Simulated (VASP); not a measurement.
# CoSi8Ni3 (Pm-3m) in VASP: single point with PBE

Aim: the single point of CoSi8Ni3 with PBE.

All numbers are computed with VASP 6.6.1; they aren't measurements. Logs are shortened: lines on timing, memory, paths and dates and some standing lists are left out, and cuts for length are marked.

## (1) The cell of the first run

The structure is cubic, space group Pm-3m (No. 221). Conventional cell: a = 5.410 Å, b = 5.410 Å, c = 5.410 Å, α = 90.00°, β = 90.00°, γ = 90.00°. Co (site symmetry m-3m) has 8 Si at 2.32 Å within 3.1 Å. Within 3.1 Å of Si (site symmetry 3m) lie 1 Co at 2.32 Å and 3 Ni at 2.35 Å and 6 Si at 2.68 to 2.73 Å. Within 3.1 Å of Ni (site symmetry 4/mmm) lie 8 Si at 2.35 Å.

## (2) Single point, PBE

File POSCAR:

```
CoSi8Ni3
1.0
    5.4096442000      0.0000000000      0.0000000000
    0.0000000000      5.4096442000      0.0000000000
    0.0000000000      0.0000000000      5.4096442000
Co Si Ni
1 8 3
Direct
    0.5000000000      0.5000000000      0.5000000000
    0.7480230000      0.2519770000      0.2519770000
    0.2519770000      0.2519770000      0.7480230000
    0.7480230000      0.7480230000      0.7480230000
    0.2519770000      0.7480230000      0.2519770000
    0.2519770000      0.7480230000      0.7480230000
    0.7480230000      0.7480230000      0.2519770000
    0.2519770000      0.2519770000      0.2519770000
    0.7480230000      0.2519770000      0.7480230000
    0.5000000000      0.0000000000      0.0000000000
    0.0000000000      0.0000000000      0.5000000000
    0.0000000000      0.5000000000      0.0000000000
```

File INCAR.step1:

```
  ALGO = Normal
  EDIFF = 1E-7
  ENCUT = 520
  GGA = PE
  ISIF = 2
  ISMEAR = 0
  LASPH = True
  LCHARG = True
  LMAXMIX = 4
  LREAL = False
  LWAVE = False
  NBANDS = 48
  NELM = 80
  PREC = Accurate
  SIGMA = 0.1
```

File KPOINTS.step1:

```
k-points
0
Gamma
  8 8 8
```

File INCAR.step2:

```
  ALGO = Normal
  EDIFF = 1E-7
  ENCUT = 520
  GGA = PE
  ICHARG = 11
  ISIF = 2
  ISMEAR = -5
  LASPH = True
  LCHARG = False
  LMAXMIX = 4
  LORBIT = 11
  LREAL = False
  LWAVE = False
  NEDOS = 2001
  NELM = 80
  PREC = Accurate
  SIGMA = 0.1
```

File KPOINTS.step2:

```
k-points
0
Gamma
  12 12 12
```

Potentials or basis: VASP PAW PBE potentials, release 64 (Co, Si, Ni).

Run with:

```bash
$ cat potpaw_PBE.64/Co/POTCAR potpaw_PBE.64/Si/POTCAR potpaw_PBE.64/Ni/POTCAR > POTCAR
$ cp INCAR.step1 INCAR
$ cp KPOINTS.step1 KPOINTS
$ mpirun -np 1 vasp_std > vasp.out
$ cp INCAR.step2 INCAR
$ cp KPOINTS.step2 KPOINTS
$ mpirun -np 1 vasp_std > vasp.out
```

OUTCAR:

```text
EDIFF = 1E-7
   ENCUT = 520
   GGA = PE
   ICHARG = 11
   ISIF = 2
   ISMEAR = -5
   LASPH = True
   LORBIT = 11
   LREAL = False
   NELM = 80
   PREC = Accurate

 ion  position               nearest neighbor table
   1  0.500  0.500  0.500-   2 2.32   3 2.32   4 2.32   5 2.32   6 2.32   7 2.32   8 2.32   9 2.32

   2  0.748  0.252  0.252-   1 2.32  10 2.35  12 2.35  11 2.35   7 2.68   8 2.68   9 2.68   8 2.73
                             9 2.73   7 2.73
   3  0.252  0.252  0.748-   1 2.32  10 2.35  12 2.35  11 2.35   6 2.68   8 2.68   9 2.68   8 2.73
                             6 2.73   9 2.73
   4  0.748  0.748  0.748-   1 2.32  10 2.35  12 2.35  11 2.35   6 2.68   7 2.68   9 2.68   9 2.73
                             7 2.73   6 2.73
   5  0.252  0.748  0.252-   1 2.32  10 2.35  12 2.35  11 2.35   6 2.68   7 2.68   8 2.68   8 2.73
                             6 2.73   7 2.73
   6  0.252  0.748  0.748-   1 2.32  10 2.35  12 2.35  11 2.35   3 2.68   4 2.68   5 2.68   5 2.73
                             3 2.73   4 2.73
   7  0.748  0.748  0.252-   1 2.32  10 2.35  12 2.35  11 2.35   2 2.68   4 2.68   5 2.68   2 2.73
                             5 2.73   4 2.73
   8  0.252  0.252  0.252-   1 2.32  10 2.35  12 2.35  11 2.35   2 2.68   3 2.68   5 2.68   3 2.73
                             5 2.73   2 2.73
   9  0.748  0.252  0.748-   1 2.32  10 2.35  12 2.35  11 2.35   2 2.68   3 2.68   4 2.68   2 2.73
                             3 2.73   4 2.73
  10  0.500  0.000  0.000-   2 2.35   3 2.35   4 2.35   5 2.35   6 2.35   7 2.35   8 2.35   9 2.35

  11  0.000  0.000  0.500-   2 2.35   3 2.35   4 2.35   5 2.35   6 2.35   7 2.35   8 2.35   9 2.35

  12  0.000  0.500  0.000-   2 2.35   3 2.35   4 2.35   5 2.35   6 2.35   7 2.35   8 2.35   9 2.35

  LATTYP: Found a simple cubic cell.
 ALAT       =     5.4096442000

  Lattice vectors:

 A1 = (   5.4096442000,   0.0000000000,   0.0000000000)
 A2 = (   0.0000000000,   5.4096442000,   0.0000000000)
 A3 = (   0.0000000000,   0.0000000000,   5.4096442000)

Analysis of symmetry for initial positions (statically):
=====================================================================
 Subroutine PRICEL returns:
 Original cell was already a primitive cell.

 Routine SETGRP: Setting up the symmetry group for a
 simple cubic supercell.

 Subroutine GETGRP returns: Found 48 space group operations
 (whereof 48 operations were pure point group operations)
 out of a pool of 48 trial point group operations.

The static configuration has the point symmetry O_h .

Analysis of symmetry for dynamics (positions and initial velocities):
=====================================================================
 Subroutine PRICEL returns:
 Original cell was already a primitive cell.

 Routine SETGRP: Setting up the symmetry group for a
 simple cubic supercell.

 Subroutine GETGRP returns: Found 48 space group operations
 (whereof 48 operations were pure point group operations)
 out of a pool of 48 trial point group operations.

The dynamic configuration has the point symmetry O_h .

 Subroutine INISYM returns: Found 48 space group operations
 (whereof 48 operations are pure point group operations),
 and found     1 'primitive' translations

----------------------------------------------------------------------------------------

                                     Primitive cell

  volume of cell :     158.3092

  direct lattice vectors                    reciprocal lattice vectors
     5.409644200  0.000000000  0.000000000     0.184855041  0.000000000  0.000000000
     0.000000000  5.409644200  0.000000000     0.000000000  0.184855041  0.000000000
     0.000000000  0.000000000  5.409644200     0.000000000  0.000000000  0.184855041

  length of vectors
     5.409644200  5.409644200  5.409644200     0.184855041  0.184855041  0.184855041

  position of ions in fractional coordinates (direct lattice)
     0.500000000  0.500000000  0.500000000
     0.748023000  0.251977000  0.251977000
     0.251977000  0.251977000  0.748023000
     0.748023000  0.748023000  0.748023000
     0.251977000  0.748023000  0.251977000
     0.251977000  0.748023000  0.748023000
     0.748023000  0.748023000  0.251977000
     0.251977000  0.251977000  0.251977000
     0.748023000  0.251977000  0.748023000
     0.500000000  0.000000000  0.000000000
     0.000000000  0.000000000  0.500000000
     0.000000000  0.500000000  0.000000000

  ion indices of the primitive-cell ions
   primitive index   ion index
                 1           1
                 2           2
                 3           3
                 4           4
                 5           5
                 6           6
                 7           7
                 8           8
                 9           9
                10          10
                11          11
                12          12

----------------------------------------------------------------------------------------

 KPOINTS: k-points

Automatic generation of k-mesh.
 Grid dimensions read from file:
 generate k-points for:   12   12   12

 Generating k-lattice:

  Cartesian coordinates                     Fractional coordinates (reciprocal lattice)
     0.015404587  0.000000000  0.000000000     0.083333333  0.000000000  0.000000000
     0.000000000  0.015404587  0.000000000     0.000000000  0.083333333  0.000000000
     0.000000000  0.000000000  0.015404587     0.000000000  0.000000000  0.083333333

  Length of vectors
     0.015404587  0.015404587  0.015404587

  Shift w.r.t. Gamma in fractional coordinates (k-lattice)
     0.000000000  0.000000000  0.000000000

 TETIRR: Found    854 inequivalent tetrahedra from    10368

 Subroutine IBZKPT returns following result:
 ===========================================

 Found     84 irreducible k-points:

 Following reciprocal coordinates:
            Coordinates               Weight
  0.000000  0.000000  0.000000      1.000000
  0.083333  0.000000  0.000000      6.000000
  0.166667  0.000000  0.000000      6.000000
  0.250000  0.000000  0.000000      6.000000
  0.333333  0.000000  0.000000      6.000000
  0.416667  0.000000  0.000000      6.000000
[... 16 lines left out ...]
  0.333333  0.333333  0.000000     12.000000
  0.416667  0.333333  0.000000     24.000000
 [... further k-points ...]
   k-points           NKPTS =     84   k-points in BZ     NKDIM =     84   number of bands    NBANDS=     42
   number of dos      NEDOS =   2001   number of ions     NIONS =     12
   total plane-waves  NPLWV =  64000
   dimension x,y,z NGX =    40 NGY =   40 NGZ =   40
   dimension x,y,z NGXF=    80 NGYF=   80 NGZF=   80
   ions per type =               1   8   3
   NGX,Y,Z   is equivalent  to a cutoff of  12.29, 12.29, 12.29 a.u.
   NGXF,Y,Z  is equivalent  to a cutoff of  24.59, 24.59, 24.59 a.u.
 SYSTEM =  unknown system
   PREC   = accura    normal or accurate (medium, high low for compatibility)
   ISTART =      0    job   : 0-new  1-cont  2-samecut
   ICHARG =     11    charge: 1-file 2-atom 10-const
   ISPIN  =      1    spin polarized calculation?
   LNONCOLLINEAR =      F non collinear calculations
   LSORBIT =      F    spin-orbit coupling
   LASPH  =      T    aspherical Exc in radial PAW
   ENCUT  =  520.0 eV  38.22 Ry    6.18 a.u.  10.06 10.06 10.06*2*pi/ulx,y,z
   NELM   =     80;   NELMIN=  2; NELMDL=  0     # of ELM steps
   EDIFF  = 0.1E-06   stopping-criterion for ELM
   LREAL  =      F    real-space projection
   EDIFFG = 0.1E-05   stopping-criterion for IOM
   NSW    =      0    number of steps for IOM
   IBRION =     -1    ionic relax: 0-MD 1-quasi-New 2-CG
   NFREE  =      0    steps in history (QN), initial steepest desc. (CG)
   ISIF   =      2    stress and relaxation
   ISYM   =      2    0-nonsym 1-usesym 2-fastsym
   POTIM  = 0.5000    time-step for ionic-motion
   TEBEG  =    0.0;   TEEND  =   0.0 temperature during run
   PSTRESS=    0.0 pullay stress
   NELECT =      71.0000    total number of electrons
   NUPDOWN=      -1.0000    fix difference up-down
   EMIN   =  10.00;   EMAX   =-10.00  energy-range for DOS
   EFERMI =   0.00;   METHOD = LEGACY
   ISMEAR =    -5;   SIGMA  =   0.10  broadening in eV -4-tet -1-fermi 0-gaus
   EFERMI_NEDOS =   21; number of points for ismear=-14 and -15
   IALGO  =     38    algorithm
   IMIX   =      4    mixing-type and parameters
     AMIX     =   0.40;   BMIX     =  1.00
     AMIX_MAG =   1.60;   BMIX_MAG =  1.00
  volume/ion in A,a.u.               =      13.19        89.03
  Fermi-wavevector in a.u.,A,eV,Ry     =   1.253119  2.368051 21.365320  1.570307
  Thomas-Fermi vector in A             =   2.386987
   LORBIT       =     11    0 simple, 1 ext, 2 COOP (PROOUT), +10 PAW based schemes
   GGA     = PE    functional components
   LHFCALC =     F    Hartree Fock is set to
   AEXX    =    0.0000 exact exchange contribution
   IVDW    =     0    specifies the selected vdW correction
   LEPSILON=     F    determine dielectric tensor
   LRPA    =     F    only Hartree local field effects (RPA)
 non-spin polarized calculation
 Fermi weights with tetrahedron method with Bloechl corrections
  energy-cutoff  :      520.00
  volume of cell :      158.31
 maximum number of plane-waves:      4337

 number of electron      71.0000022 magnetization

 Free energy of the ion-electron system (eV)
  ---------------------------------------------------
  ext. energy  EPLUGINS =         0.00000000
  ---------------------------------------------------
  free energy    TOTEN  =       -71.71823599 eV

  energy without entropy =      -71.71823599  energy(sigma->0) =      -71.71823599

 E-fermi :  10.2805     XC(G=0): -11.5859

 val. band max:       10.4226427336   @ k =   0.2500   0.2500   0.2500
 cond. band min:      10.2069855909   @ k =   0.4167   0.0833   0.0000
 fundamental gap:     -0.2156571427
 Fermi energy:        10.2805331458

 k-point     1 :       0.0000    0.0000    0.0000
  band No.  band energies     occupation
      1      -3.3588      2.00000
      2       0.6172      2.00000
      3       0.6172      2.00000
      4       0.6172      2.00000
      5       2.4136      2.00000
      6       2.4136      2.00000
[... 34 lines left out ...]
     41      12.3443      0.00000
     42      12.3451      0.00000

 k-point     2 :       0.0833    0.0000    0.0000
  band No.  band energies     occupation
      1      -3.3245      2.00000
      2       0.3671      2.00000
      3       0.6443      2.00000
      4       0.6443      2.00000
      5       2.4459      2.00000
      6       2.5344      2.00000
[... 979 lines left out ...]
     41      12.6272      0.00000
     42      12.7028      0.00000

 k-point    24 :       0.4167    0.3333    0.0000
  band No.  band energies     occupation
      1      -1.9780      2.00000
      2      -1.1972      2.00000
      3      -0.4453      2.00000
      4       0.2759      2.00000
      5       1.6918      2.00000
      6       2.2713      2.00000
[... 34 lines left out ...]
     41      12.3727      0.00000
     42      12.5211      0.00000

 [... further k-points ...]

------------------------ aborting loop because EDIFF is reached ----------------------------------------

  FORCE on cell =-STRESS in cart. coord.  units (eV):
  Direction    XX          YY          ZZ          XY          YZ          ZX
  --------------------------------------------------------------------------------------
  -------------------------------------------------------------------------------------
  Total       -2.9256821     -2.9256821     -2.9256821      0.0000000     -0.0000000      0.0000000
  in kB      -29.6095372    -29.6095372    -29.6095372      0.0000000     -0.0000000      0.0000000
  external PRESSURE =     -29.6095372 kB  Pullay stress =       0.0000000 kB

 VOLUME and BASIS-vectors are now :
 -----------------------------------------------------------------------------
  energy-cutoff  :      520.00
  volume of cell :      158.31
      direct lattice vectors                 reciprocal lattice vectors
     5.409644200  0.000000000  0.000000000     0.184855041  0.000000000  0.000000000
     0.000000000  5.409644200  0.000000000     0.000000000  0.184855041  0.000000000
     0.000000000  0.000000000  5.409644200     0.000000000  0.000000000  0.184855041

 POSITION                                       TOTAL-FORCE (eV/Angst)
 -----------------------------------------------------------------------------------
      2.70482      2.70482      2.70482         0.000000     -0.000000      0.000000
      4.04654      1.36311      1.36311        -0.001900      0.001900      0.001900
      1.36311      1.36311      4.04654         0.001900      0.001900     -0.001900
      4.04654      4.04654      4.04654        -0.001900     -0.001900     -0.001900
      1.36311      4.04654      1.36311         0.001900     -0.001900      0.001900
      1.36311      4.04654      4.04654         0.001900     -0.001900     -0.001900
      4.04654      4.04654      1.36311        -0.001900     -0.001900      0.001900
      1.36311      1.36311      1.36311         0.001900      0.001900      0.001900
      4.04654      1.36311      4.04654        -0.001900      0.001900     -0.001900
      2.70482      0.00000      0.00000         0.000000     -0.000000      0.000000
      0.00000      0.00000      2.70482         0.000000     -0.000000      0.000000
      0.00000      2.70482      0.00000         0.000000     -0.000000      0.000000
 -----------------------------------------------------------------------------------
    total drift:                               -0.000000      0.000000     -0.000000

  FREE ENERGIE OF THE ION-ELECTRON SYSTEM (eV)
  ---------------------------------------------------
  free  energy   TOTEN  =       -71.7182359906 eV

  energy  without entropy=      -71.7182359906  energy(sigma->0) =      -71.71823599

 total charge

# of ion       s       p       d       tot
------------------------------------------
    1        0.520   0.758   7.550   8.828
    2        0.726   0.852   0.000   1.578
    3        0.726   0.852   0.000   1.578
    4        0.726   0.852   0.000   1.578
    5        0.726   0.852   0.000   1.578
    6        0.726   0.852   0.000   1.578
    7        0.726   0.852   0.000   1.578
    8        0.726   0.852   0.000   1.578
    9        0.726   0.852   0.000   1.578
   10        0.561   0.790   8.428   9.779
   11        0.561   0.790   8.428   9.779
   12        0.561   0.790   8.428   9.779
--------------------------------------------------
tot          8.011   9.942  32.834  50.787
```

Wall time 13 min (1 thread of Intel Xeon Platinum 8488C (Sapphire Rapids), shared host); peak memory 0.57 GiB.

What came out:

```
Valence electrons inside the program's atomic spheres : Co 8.83; Si 1.58; Ni 9.78
```

Levels at points of the mesh, in eV from the Fermi level:
```csv
k point,band 32,band 33,band 34,band 35,band 36,band 37,band 38,band 39,band 40,band 41
"(0.00, 0.00, 0.00)",-2.31,-2.31,-0.16,-0.02,-0.02,-0.02,1.74,1.74,1.78,2.06
"(0.50, 0.00, 0.00)",-1.62,-1.46,-1.30,-1.30,-1.24,-0.28,0.18,2.16,2.31,2.31
"(0.50, 0.50, 0.00)",-2.13,-0.95,-0.95,-0.92,-0.53,1.15,1.15,1.41,1.60,2.78
"(0.50, 0.50, 0.50)",-1.17,-1.17,-1.17,-1.15,-1.15,1.89,1.89,1.89,1.96,1.97
```

Caveat: an odd number of electrons without spin polarisation forces a metal; a magnetic or distorted state may lie lower.
